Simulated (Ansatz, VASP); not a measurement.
One calculation of Nb3B5, two programs

```
CELL_PARAMETERS angstrom
5.03495 0.00000 0.00000
0.00000 5.03495 0.00000
0.00000 0.00000 3.27354
ATOMIC_POSITIONS crystal
Nb 0.50000 0.00000 0.11176
Nb 0.00000 0.50000 0.11176
Nb 0.50000 0.50000 0.61584
B 0.17981 0.17981 0.60868
B 0.82019 0.82019 0.60868
B 0.82019 0.17981 0.60868
B 0.17981 0.82019 0.60868
B 0.00000 0.00000 0.98005
```

Alike in both runs: functional PBE; k mesh 4 × 4 × 3; occupations gaussian, width 0.2 eV; no spin polarisation.

Ansatz relaxed the structure, and its values are those at the end. VASP's run is a single point on that final structure, the one shown.

```csv
,VASP,Ansatz
version,VASP 6.6.1,Ansatz 0.2.0
potentials or method,"VASP PAW PBE potentials, release 64 (Nb_sv, B), cutoff 520 eV","scalar-relativistic, plane waves, PAW"
valence electrons in the cell,54,54
```

Ansatz gave:

* gap on the k mesh at the Fermi level (eV): none
* pressure (GPa): 0.0
* rms of the force components (eV/Å): 0.002

What did VASP give for the same quantities?

gap on the k mesh at the Fermi level (eV): none; pressure (GPa): -0.3; rms of the force components (eV/Å): 0.007.

A gap of «none» marks a metal or a gap that the smearing closes.

The k mesh is coarse, so the values compare programs but aren't converged.
